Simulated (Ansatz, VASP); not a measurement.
Ni: VASP beside Ansatz

```
Ni
1.0
     0.00000    1.75970    1.75970
     1.75970    0.00000    1.75970
     1.75970    1.75970    0.00000
Ni
1
Direct
  0.00000 0.00000 0.00000
```

Alike in both runs: task relaxation of cell and atoms; functional PBE; k mesh 21 × 21 × 21; occupations fermi-dirac, width 0.1 eV; collinear spin.

```csv
,VASP,Ansatz
version,VASP 6.6.1,Ansatz 0.2.0
potentials or method,"VASP PAW PBE potentials, release 64 (Ni)","PAW with Ansatz's default frozen-core files, scalar-relativistic"
plane-wave cutoff (eV),600,420
valence electrons in the cell,10,18
```

```tsv
	VASP	Ansatz	Ansatz less VASP
net moment per atom (μB)	0.61	0.62	+0.015
size of the moment on the site where the two differ most (μB)	0.62	0.66	+0.041
relaxed volume (Å³/atom)	10.90	10.91	+0.012
relaxed cell length with the largest relative difference (Å)	2.488	2.489	+0.0009
```

Site moments also hang on the region over which each program counts them. VASP's potentials hold 10 valence electrons a cell and Ansatz's 18, so a difference there can come from the potentials and not from the codes.
